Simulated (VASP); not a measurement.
# WC (Fm-3m) in VASP: vibrations by perturbation theory with LDA

Aim: the vibrations by perturbation theory of WC with LDA.

Program: VASP 6.6.1. These are calculated values, not measurements. Logs are shortened: lines on timing, memory, paths and dates and some standing lists are left out, and cuts for length are marked.

**1. The cell of the first run**

It takes space group Fm-3m (No. 225, cubic). Conventional cell: a = 4.385 Å, b = 4.385 Å, c = 4.385 Å, α = 90.00°, β = 90.00°, γ = 90.00°. Within 2.9 Å of W (site symmetry m-3m) lie 6 C at 2.19 Å. Within 2.9 Å of C (site symmetry m-3m) lie 6 W at 2.19 Å.

**2. Vibrations by perturbation theory, LDA**

Input file INCAR:

```
  PREC = Accurate
  ENCUT = 520
  EDIFF = 1E-8
  ISMEAR = -1
  SIGMA = 0.1
  LREAL = F
  LASPH = T
  NELM = 80
  ALGO = Normal
  ISIF = 2
  LWAVE = F
  LCHARG = F
  GGA = CA
  NBANDS = 16
  IBRION = 8
  NSW = 1
```

Input file KPOINTS:

```
regular mesh
0
Gamma
  12 12 12
```

Input file POSCAR:

```
WC
1.0
    0.0000000000      2.1926840000      2.1926840000
    2.1926840000      0.0000000000      2.1926840000
    2.1926840000      2.1926840000      0.0000000000
W C
1 1
Direct
    0.0000000000      0.0000000000      0.0000000000
    0.5000000000      0.5000000000      0.5000000000
```

Potentials or basis: VASP PAW LDA potentials, release 64 (W_sv, C).

Command:

```console
$ cat potpaw_LDA.64/W_sv/POTCAR potpaw_LDA.64/C/POTCAR > POTCAR
$ mpirun -np 1 vasp_std > vasp.out
```

OUTCAR:

```text
PREC = Accurate
   ENCUT = 520
   EDIFF = 1E-8
   ISMEAR = -1
   LREAL = F
   LASPH = T
   NELM = 80
   ISIF = 2
   GGA = CA
   IBRION = 8
   NSW = 1

 ion  position               nearest neighbor table
   1  0.000  0.000  0.000-   2 2.19   2 2.19   2 2.19   2 2.19   2 2.19   2 2.19
   2  0.500  0.500  0.500-   1 2.19   1 2.19   1 2.19   1 2.19   1 2.19   1 2.19

  LATTYP: Found a face centered cubic cell.
 ALAT       =     4.3853680000

  Lattice vectors:

 A1 = (   0.0000000000,   2.1926840000,   2.1926840000)
 A2 = (   2.1926840000,   0.0000000000,   2.1926840000)
 A3 = (   2.1926840000,   2.1926840000,   0.0000000000)

Analysis of symmetry for initial positions (statically):
=====================================================================
 Subroutine PRICEL returns:
 Original cell was already a primitive cell.

 Routine SETGRP: Setting up the symmetry group for a
 face centered cubic supercell.

 Subroutine GETGRP returns: Found 48 space group operations
 (whereof 48 operations were pure point group operations)
 out of a pool of 48 trial point group operations.

The static configuration has the point symmetry O_h .

Analysis of symmetry for dynamics (positions and initial velocities):
=====================================================================
 Subroutine PRICEL returns:
 Original cell was already a primitive cell.

 Routine SETGRP: Setting up the symmetry group for a
 face centered cubic supercell.

 Subroutine GETGRP returns: Found 48 space group operations
 (whereof 48 operations were pure point group operations)
 out of a pool of 48 trial point group operations.

The dynamic configuration has the point symmetry O_h .

 Subroutine INISYM returns: Found 48 space group operations
 (whereof 48 operations are pure point group operations),
 and found     1 'primitive' translations

----------------------------------------------------------------------------------------

                                     Primitive cell

  volume of cell :      21.0842

  direct lattice vectors                    reciprocal lattice vectors
     0.000000000  2.192684000  2.192684000    -0.228031034  0.228031034  0.228031034
     2.192684000  0.000000000  2.192684000     0.228031034 -0.228031034  0.228031034
     2.192684000  2.192684000  0.000000000     0.228031034  0.228031034 -0.228031034

  length of vectors
     3.100923451  3.100923451  3.100923451     0.394961337  0.394961337  0.394961337

  position of ions in fractional coordinates (direct lattice)
     0.000000000  0.000000000  0.000000000
     0.500000000  0.500000000  0.500000000

  ion indices of the primitive-cell ions
   primitive index   ion index
                 1           1
                 2           2

----------------------------------------------------------------------------------------

 KPOINTS: regular mesh

Automatic generation of k-mesh.
 Grid dimensions read from file:
 generate k-points for:   12   12   12

 Generating k-lattice:

  Cartesian coordinates                     Fractional coordinates (reciprocal lattice)
    -0.019002586  0.019002586  0.019002586     0.083333333  0.000000000  0.000000000
     0.019002586 -0.019002586  0.019002586     0.000000000  0.083333333  0.000000000
     0.019002586  0.019002586 -0.019002586     0.000000000  0.000000000  0.083333333

  Length of vectors
     0.032913445  0.032913445  0.032913445

  Shift w.r.t. Gamma in fractional coordinates (k-lattice)
     0.000000000  0.000000000  0.000000000

 Subroutine IBZKPT returns following result:
 ===========================================

 Found     72 irreducible k-points:

 Following reciprocal coordinates:
            Coordinates               Weight
  0.000000  0.000000  0.000000      1.000000
  0.083333  0.000000  0.000000      8.000000
  0.166667  0.000000  0.000000      8.000000
  0.250000  0.000000  0.000000      8.000000
  0.333333  0.000000  0.000000      8.000000
  0.416667  0.000000  0.000000      8.000000
[... 16 lines left out ...]
  0.500000  0.166667  0.000000     24.000000
 -0.416667  0.166667  0.000000     24.000000
 [... further k-points ...]
   k-points           NKPTS =     72   k-points in BZ     NKDIM =     72   number of bands    NBANDS=     16
   number of dos      NEDOS =    301   number of ions     NIONS =      2
   total plane-waves  NPLWV =  13824
   dimension x,y,z NGX =    24 NGY =   24 NGZ =   24
   dimension x,y,z NGXF=    48 NGYF=   48 NGZF=   48
   ions per type =               1   1
   NGX,Y,Z   is equivalent  to a cutoff of  12.87, 12.87, 12.87 a.u.
   NGXF,Y,Z  is equivalent  to a cutoff of  25.73, 25.73, 25.73 a.u.
 SYSTEM =  unknown system
   PREC   = accura    normal or accurate (medium, high low for compatibility)
   ISTART =      0    job   : 0-new  1-cont  2-samecut
   ICHARG =      2    charge: 1-file 2-atom 10-const
   ISPIN  =      1    spin polarized calculation?
   LNONCOLLINEAR =      F non collinear calculations
   LSORBIT =      F    spin-orbit coupling
   LASPH  =      T    aspherical Exc in radial PAW
   ENCUT  =  520.0 eV  38.22 Ry    6.18 a.u.   5.77  5.77  5.77*2*pi/ulx,y,z
   NELM   =     80;   NELMIN=  2; NELMDL= -5     # of ELM steps
   EDIFF  = 0.1E-07   stopping-criterion for ELM
   LREAL  =      F    real-space projection
   EDIFFG = 0.1E-06   stopping-criterion for IOM
   NSW    =      1    number of steps for IOM
   IBRION =      8    ionic relax: 0-MD 1-quasi-New 2-CG
   NFREE  =      0    steps in history (QN), initial steepest desc. (CG)
   ISIF   =      2    stress and relaxation
   ISYM   =      2    0-nonsym 1-usesym 2-fastsym
   POTIM  = 0.5000    time-step for ionic-motion
   TEBEG  =    0.0;   TEEND  =   0.0 temperature during run
   PSTRESS=    0.0 pullay stress
   NELECT =      18.0000    total number of electrons
   NUPDOWN=      -1.0000    fix difference up-down
   EMIN   =  10.00;   EMAX   =-10.00  energy-range for DOS
   EFERMI =   0.00;   METHOD = LEGACY
   ISMEAR =    -1;   SIGMA  =   0.10  broadening in eV -4-tet -1-fermi 0-gaus
   EFERMI_NEDOS =   21; number of points for ismear=-14 and -15
   IALGO  =     38    algorithm
   IMIX   =      4    mixing-type and parameters
     AMIX     =   0.40;   BMIX     =  1.00
     AMIX_MAG =   1.60;   BMIX_MAG =  1.00
  volume/ion in A,a.u.               =      10.54        71.14
  Fermi-wavevector in a.u.,A,eV,Ry     =   1.553029  2.934800 32.815887  2.411900
  Thomas-Fermi vector in A             =   2.657319
   LORBIT       =      0    0 simple, 1 ext, 2 COOP (PROOUT), +10 PAW based schemes
   GGA     = CA    functional components
   LHFCALC =     F    Hartree Fock is set to
   AEXX    =    0.0000 exact exchange contribution
   IVDW    =     0    specifies the selected vdW correction
   LEPSILON=     F    determine dielectric tensor
   LRPA    =     F    only Hartree local field effects (RPA)
 non-spin polarized calculation
  energy-cutoff  :      520.00
  volume of cell :       21.08
 maximum number of plane-waves:       588
   NGX = 11   NGY = 11   NGZ = 11

--------------------------------------- Ionic step        1  -------------------------------------------

 number of electron      18.0000001 magnetization

 Free energy of the ion-electron system (eV)
  ---------------------------------------------------
  ext. energy  EPLUGINS =         0.00000000
  ---------------------------------------------------
  free energy    TOTEN  =       -23.79373808 eV

  energy without entropy =      -23.76478413  energy(sigma->0) =      -23.77926110

 E-fermi :  12.2380     XC(G=0): -13.8952

 val. band max:       12.1692280466   @ k =  -0.3333   0.1667   0.0000
 cond. band min:      12.2714073096   @ k =  -0.2500   0.3333   0.0833
 fundamental gap:      0.1021792630
 Fermi energy:        12.2379843577

 k-point     1 :       0.0000    0.0000    0.0000
  band No.  band energies     occupation
      1     -62.6828      2.00000
      2     -26.9339      2.00000
      3     -26.9339      2.00000
      4     -26.9339      2.00000
      5      -3.3300      2.00000
      6       9.5226      2.00000
[... 8 lines left out ...]
     15      22.0190      0.00000
     16      35.6433      0.00000
[... 420 lines left out ...]
  band No.  band energies     occupation
      1     -62.6409      2.00000
      2     -27.4720      2.00000
      3     -27.1099      2.00000
      4     -27.0229      2.00000
      5       0.7529      2.00000
      6       3.3342      2.00000
[... 8 lines left out ...]
     15      24.4952      0.00000
     16      25.5105      0.00000

 [... further k-points ...]
[... 5 lines left out ...]
  --------------------------------------------------------------------------------------
  -------------------------------------------------------------------------------------
  Total       -1.8235898     -1.8235898     -1.8235898      0.0000000      0.0000000     -0.0000000
  in kB     -138.5733134   -138.5733134   -138.5733134      0.0000000      0.0000000     -0.0000000
  external PRESSURE =    -138.5733134 kB  Pullay stress =       0.0000000 kB

 VOLUME and BASIS-vectors are now :
 -----------------------------------------------------------------------------
  energy-cutoff  :      520.00
  volume of cell :       21.08
      direct lattice vectors                 reciprocal lattice vectors
     0.000000000  2.192684000  2.192684000    -0.228031034  0.228031034  0.228031034
     2.192684000  0.000000000  2.192684000     0.228031034 -0.228031034  0.228031034
     2.192684000  2.192684000  0.000000000     0.228031034  0.228031034 -0.228031034

 POSITION                                       TOTAL-FORCE (eV/Angst)
 -----------------------------------------------------------------------------------
      0.00000      0.00000      0.00000         0.000000      0.000000     -0.000000
      2.19268      2.19268      2.19268        -0.000000     -0.000000      0.000000
 -----------------------------------------------------------------------------------
    total drift:                                0.000000     -0.000000     -0.000000

  FREE ENERGIE OF THE ION-ELECTRON SYSTEM (eV)
  ---------------------------------------------------
  free  energy   TOTEN  =       -23.7937380765 eV

  energy  without entropy=      -23.7647841259  energy(sigma->0) =      -23.77926110

[... ionic steps 2 to 3 ...]

--------------------------------------- Ionic step        4  -------------------------------------------

------------------------ aborting loop because EDIFF is reached ----------------------------------------

[... ionic steps 5 to 6 ...]

--------------------------------------- Ionic step        7  -------------------------------------------

 Free energy of the ion-electron system (eV)
  ---------------------------------------------------
  ---------------------------------------------------
  free energy    TOTEN  =        -0.12049323 eV

  energy without entropy =       -0.12049323

------------------------ aborting loop because EDIFF is reached ----------------------------------------

 INTERNAL STRAIN TENSOR  FOR ION    2  DIRECTION 1   (eV/Angst):
 -----------------------------------------------------------------------------
    -0.00121  0.00000 -0.00000
     0.00000  0.00428  0.00000
    -0.00000  0.00000  0.00428

 INTERNAL STRAIN TENSOR FOR ION    2 for displacements in x,y,z  (eV/Angst):
          X           Y           Z          XY          YZ          ZX
  --------------------------------------------------------------------------------
  x     0.00000     0.00000     0.00000     0.00000     0.00000     0.00000
  y     0.00000     0.00000     0.00000     0.00000     0.00000     0.00000
  z     0.00000     0.00000     0.00000     0.00000     0.00000     0.00000

 SECOND DERIVATIVES (NOT SYMMETRIZED)
 ------------------------------------
               1X          1Y          1Z          2X          2Y          2Z
  1X    -6.344154    0.000000    0.000000    6.344154    0.000000    0.000000
  1Y     0.000000   -6.344154    0.000000    0.000000    6.344154    0.000000
  1Z     0.000000    0.000000   -6.344154    0.000000    0.000000    6.344154
  2X     6.355352    0.000000    0.000000   -6.355352    0.000000    0.000000
  2Y     0.000000    6.355352    0.000000    0.000000   -6.355352    0.000000
  2Z     0.000000    0.000000    6.355352    0.000000    0.000000   -6.355352

 Eigenvectors and eigenvalues of the dynamical matrix
 ----------------------------------------------------

   1 f  =   11.736799 THz    73.744482 2PiTHz  391.497470 cm-1    48.539478 meV
             X         Y         Z           dx          dy          dz
      0.000000  0.000000  0.000000     0.247432   -0.000000    0.000000
      2.192684  2.192684  2.192684    -0.968905   -0.000000    0.000000

   2 f  =   11.736799 THz    73.744482 2PiTHz  391.497470 cm-1    48.539478 meV
             X         Y         Z           dx          dy          dz
      0.000000  0.000000  0.000000     0.000000    0.247432    0.000000
      2.192684  2.192684  2.192684     0.000000   -0.968905    0.000000
[... 11 lines left out ...]
   5 f/i=    0.002481 THz     0.015589 2PiTHz    0.082758 cm-1     0.010261 meV
             X         Y         Z           dx          dy          dz
      0.000000  0.000000  0.000000    -0.406759    0.729520   -0.491044
      2.192684  2.192684  2.192684    -0.103875    0.186300   -0.125399

   6 f/i=    0.002481 THz     0.015589 2PiTHz    0.082758 cm-1     0.010261 meV
             X         Y         Z           dx          dy          dz
      0.000000  0.000000  0.000000     0.062258   -0.515782   -0.817845
      2.192684  2.192684  2.192684     0.015899   -0.131717   -0.208855

--------------------------------------------------------------------------------------------------------

 ELASTIC MODULI CONTR FROM IONIC RELAXATION (kBar)
 Direction    XX          YY          ZZ          XY          YZ          ZX
 --------------------------------------------------------------------------------
 XX           0.0000      0.0000      0.0000      0.0000      0.0000      0.0000
 YY           0.0000      0.0000      0.0000      0.0000      0.0000      0.0000
 ZZ           0.0000      0.0000      0.0000      0.0000      0.0000      0.0000
 XY           0.0000      0.0000      0.0000      0.0000      0.0000      0.0000
 YZ           0.0000      0.0000      0.0000      0.0000      0.0000      0.0000
 ZX           0.0000      0.0000      0.0000      0.0000      0.0000      0.0000
 --------------------------------------------------------------------------------
```

It took 59 s on 1 thread of Intel Xeon 6975P-C (Granite Rapids), shared host; peak memory 0.25 GiB.

What came out:

```yaml
Highest_phonon_frequency_at_Γ_LO-TO_splitting_left_out: 391 cm⁻¹
```

Phonon frequencies in cm⁻¹ (negative: imaginary):
```
              q point        frequencies
(0.000, 0.000, 0.000)  0 0 0 391 391 391
```

Caveat: the cell wasn't relaxed at this level first, which shifts response properties; spin-orbit coupling is left out, which moves the levels of the heavy elements.
